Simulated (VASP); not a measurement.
# PbF2 (Fm-3m) in VASP: further runs, part 2 of 2

VASP 6.6.1.

### 4 Single point, PBEsol

This run uses another cell than the first one, of 18.05 Å³/atom.

INCAR reads:

```
SYSTEM = PbF2
  ALGO = Normal
  EDIFF = 1E-6
  ENCUT = 520
  GGA = PS
  ISIF = 2
  ISMEAR = -1
  LASPH = .TRUE.
  LCHARG = .FALSE.
  LREAL = .FALSE.
  LWAVE = .FALSE.
  NBANDS = 21
  NELM = 100
  PREC = Accurate
  SIGMA = 0.05
```

KPOINTS reads:

```
k-points
0
G
  8 8 8
  0 0 0
```

POSCAR reads:

```
PbF2
1.0
    0.0000000000      3.0026599987      3.0026599987
    3.0026599987      0.0000000000      3.0026599987
    3.0026599987      3.0026599987      0.0000000000
Pb F
1 2
Direct
    0.0000000000      0.0000000000      0.0000000000
    0.7500000000      0.7500000000      0.7500000000
    0.2500000000      0.2500000000      0.2500000000
```

The run is started by

```bash
> cat potpaw_PBE.64/Pb_d/POTCAR potpaw_PBE.64/F/POTCAR > POTCAR
> mpirun -np 1 vasp_std > vasp.out
```

Run time: 56 s. Hardware: 1 thread of AMD EPYC 7R13, shared host; peak memory 0.16 GiB.

It converged, with:

```yaml
Free_energy: -14.9047 eV
Pressure: -3.8 GPa
Band_gap_on_the_k_mesh: 4.31 eV (least direct gap 4.46 eV)
```

Levels at points of the mesh, in eV from the valence-band top:
```
           k point  band 10  band 11  band 12  band 13  band 14  band 15  band 16  band 17  band 18  band 19
(0.00, 0.00, 0.00)    -2.23    -2.23    -1.74    -1.74    -1.74     6.63     6.63     6.63    10.42    14.89
(0.50, 0.00, 0.00)    -2.42    -2.42    -1.91    -1.91     0.00     4.95     7.46     7.46    13.03    13.54
(0.50, 0.50, 0.00)    -3.26    -1.34    -1.34    -1.33    -0.15     4.31     7.68     7.68     8.92    13.89
```

Caveat: the cell stands under tension; the PAW data sets were made with another functional, which shifts forces and pressure a little; spin-orbit coupling is left out, which moves the levels of the heavy elements. As with any semilocal functional, this PBEsol gap is likely too small.

### 5 Single point, PBEsol

This run uses another cell than the first one, of 18.39 Å³/atom.

INCAR reads:

```
PREC = Accurate
ENCUT = 520
EDIFF = 1E-6
ISMEAR = -1
SIGMA = 0.05
LREAL = False
LASPH = True
NELM = 100
ALGO = Normal
ISIF = 2
LWAVE = False
LCHARG = False
GGA = PS
NBANDS = 21
```

KPOINTS reads:

```
Automatic mesh
0
Gamma
  8 8 8
```

POSCAR reads:

```
PbF2
1.0
    0.0000000000      3.0217857373      3.0217857373
    3.0217857373      0.0000000000      3.0217857373
    3.0217857373      3.0217857373      0.0000000000
Pb F
1 2
Direct
    0.0000000000      0.0000000000      0.0000000000
    0.7500000000      0.7500000000      0.7500000000
    0.2500000000      0.2500000000      0.2500000000
```

The run is started by

```bash
> cat potpaw_PBE.64/Pb_d/POTCAR potpaw_PBE.64/F/POTCAR > POTCAR
> mpirun -np 1 vasp_std > vasp.out
```

Wall time 53 s (1 thread of AMD EPYC 7R13, shared host); peak memory 0.16 GiB.

It converged, with:

```
Free energy            : -14.8781 eV
Pressure               : -4.9 GPa
Band gap on the k mesh : 4.30 eV (least direct gap 4.45 eV)
```

Levels at points of the mesh, in eV from the valence-band top:
```tsv
k point	band 12	band 13	band 14	band 15	band 16	band 17
(0.00, 0.00, 0.00)	-1.64	-1.64	-1.64	6.59	6.59	6.59
(0.50, 0.00, 0.00)	-1.81	-1.81	0.00	4.93	7.38	7.38
(0.50, 0.50, 0.00)	-1.25	-1.24	-0.16	4.30	7.60	7.60
```

Caveat: the cell stands under tension; the PAW data sets were made with another functional, which shifts forces and pressure a little; spin-orbit coupling is left out, which moves the levels of the heavy elements.

### 6 Single point, PBEsol (17.70 Å³/atom)

This run uses another cell than the first one, of 17.70 Å³/atom.

INCAR reads:

```
SYSTEM = PbF2
  PREC = Accurate
  ENCUT = 520
  EDIFF = 1E-6
  ISMEAR = -1
  SIGMA = 0.05
  LREAL = .False.
  LASPH = .True.
  NELM = 100
  ALGO = Normal
  ISIF = 2
  LWAVE = .False.
  LCHARG = .False.
  GGA = PS
  NBANDS = 21
```

KPOINTS reads:

```
Automatic mesh
0
Gamma
  8 8 8
  0 0 0
```

POSCAR reads:

```
PbF2
1.0
    0.0000000000      2.9832874594      2.9832874594
    2.9832874594      0.0000000000      2.9832874594
    2.9832874594      2.9832874594      0.0000000000
Pb F
1 2
Direct
    0.0000000000      0.0000000000      0.0000000000
    0.7500000000      0.7500000000      0.7500000000
    0.2500000000      0.2500000000      0.2500000000
```

Potentials or basis: VASP PAW PBE potentials, release 64 (Pb_d, F).

The run is started by

```bash
> cat potpaw_PBE.64/Pb_d/POTCAR potpaw_PBE.64/F/POTCAR > POTCAR
> mpirun -np 1 vasp_std > vasp.out
```

OUTCAR:

```text
SYSTEM = PbF2
   PREC = Accurate
   ENCUT = 520
   EDIFF = 1E-6
   ISMEAR = -1
   LREAL = .False.
   LASPH = .True.
   NELM = 100
   ISIF = 2
   GGA = PS

 ion  position               nearest neighbor table
   1  0.000  0.000  0.000-   2 2.58   2 2.58   3 2.58   3 2.58   2 2.58   2 2.58   3 2.58   3 2.58

   2  0.750  0.750  0.750-   1 2.58   1 2.58   1 2.58   1 2.58
   3  0.250  0.250  0.250-   1 2.58   1 2.58   1 2.58   1 2.58

  LATTYP: Found a face centered cubic cell.
 ALAT       =     5.9665749188

  Lattice vectors:

 A1 = (   0.0000000000,   2.9832874594,   2.9832874594)
 A2 = (   2.9832874594,   0.0000000000,   2.9832874594)
 A3 = (   2.9832874594,   2.9832874594,   0.0000000000)

Analysis of symmetry for initial positions (statically):
=====================================================================
 Subroutine PRICEL returns:
 Original cell was already a primitive cell.

 Routine SETGRP: Setting up the symmetry group for a
 face centered cubic supercell.

 Subroutine GETGRP returns: Found 48 space group operations
 (whereof 48 operations were pure point group operations)
 out of a pool of 48 trial point group operations.

[... 162 lines left out ...]

 E-fermi :   2.6270     XC(G=0):  -9.5572

 val. band max:        1.4968378439   @ k =  -0.2500   0.5000   0.2500
 cond. band min:       5.8046242098   @ k =   0.5000   0.5000   0.0000
 fundamental gap:      4.3077863659
 Fermi energy:         2.6270271399

 k-point     1 :       0.0000    0.0000    0.0000
  band No.  band energies     occupation
      1     -19.3190      2.00000
      2     -18.7141      2.00000
      3     -12.8454      2.00000
      4     -12.8454      2.00000
      5     -12.8454      2.00000
      6     -12.7904      2.00000
[... 565 lines left out ...]
     20      17.3358      0.00000
     21      17.8185      0.00000

 [... further k-points ...]

------------------------ aborting loop because EDIFF is reached ----------------------------------------

  FORCE on cell =-STRESS in cart. coord.  units (eV):
  Direction    XX          YY          ZZ          XY          YZ          ZX
  --------------------------------------------------------------------------------------
  -------------------------------------------------------------------------------------
  Total       -0.8722247     -0.8722247     -0.8722247      0.0000000      0.0000000      0.0000000
  in kB      -26.3162279    -26.3162279    -26.3162279      0.0000000      0.0000000      0.0000000
  external PRESSURE =     -26.3162279 kB  Pullay stress =       0.0000000 kB

 VOLUME and BASIS-vectors are now :
 -----------------------------------------------------------------------------
  energy-cutoff  :      520.00
  volume of cell :       53.10
      direct lattice vectors                 reciprocal lattice vectors
     0.000000000  2.983287459  2.983287459    -0.167600343  0.167600343  0.167600343
     2.983287459  0.000000000  2.983287459     0.167600343 -0.167600343  0.167600343
     2.983287459  2.983287459  0.000000000     0.167600343  0.167600343 -0.167600343

 POSITION                                       TOTAL-FORCE (eV/Angst)
 -----------------------------------------------------------------------------------
      0.00000      0.00000      0.00000        -0.000000     -0.000000     -0.000000
      4.47493      4.47493      4.47493        -0.000000      0.000000     -0.000000
      1.49164      1.49164      1.49164         0.000000      0.000000      0.000000
 -----------------------------------------------------------------------------------
    total drift:                                0.000000     -0.000000      0.000000

  FREE ENERGIE OF THE ION-ELECTRON SYSTEM (eV)
  ---------------------------------------------------
  free  energy   TOTEN  =       -14.9237007997 eV

  energy  without entropy=      -14.9237007996  energy(sigma->0) =      -14.92370080
```

stdout:

```text
POSCAR found type information on POSCAR PbF
 POSCAR found :  2 types and       3 ions
 scaLAPACK will be used
 -----------------------------------------------------------------------------
|                                                                             |
|                                                                             |
|     You enforced a specific xc type in the INCAR file but a different       |
|     I HOPE YOU KNOW WHAT YOU ARE DOING!                                     |
|                                                                             |
 -----------------------------------------------------------------------------

 LDA part: xc-table for (Slater+PW92), standard interpolation
 POSCAR, INCAR and KPOINTS ok, starting setup
 FFT: planning ... GRIDC
 FFT: planning ... GRID_SOFT
 FFT: planning ... GRID
 WAVECAR not read
 entering main loop
```

It took 64 s on 1 thread of AMD EPYC 7R13, shared host; peak memory 0.16 GiB.

What came out:

| Item | Value |
| --- | --- |
| Free energy | -14.9237 eV |
| Pressure | -2.6 GPa |
| Band gap on the k mesh | 4.31 eV (least direct gap 4.46 eV) |

Caveat: the PAW data sets were made with another functional, which shifts forces and pressure a little; spin-orbit coupling is left out, which moves the levels of the heavy elements.

### 7 The runs side by side

| cell | gap on the mesh (eV) | pressure (GPa) |
| --- | --- | --- |
| a = 4.106 Å, angles 60.0°, 3 atoms | 4.28 | 3.8 |
| a = 4.163 Å, angles 60.0°, 3 atoms | 4.30 | 0.2 |
| a = 4.246 Å, angles 60.0°, 3 atoms | 4.31 | -3.8 |
| a = 4.273 Å, angles 60.0°, 3 atoms | 4.30 | -4.9 |
| a = 4.219 Å, angles 60.0°, 3 atoms | 4.31 | -2.6 |

Alike in all rows: task single point; level PBEsol; potentials or basis VASP PAW PBE potentials, release 64 (Pb_d, F); no spin polarisation; k mesh 8 × 8 × 8; cutoff (eV) 520; smearing fermi-dirac 0.05 eV.

Caveats: the PAW data sets were made with another functional, which shifts forces and pressure a little; spin-orbit coupling is left out, which moves the levels of the heavy elements; the cell stands under tension (at least some runs); the cell stands under pressure (at least some runs).

Absolute energies hang on the potentials; compare differences alone.
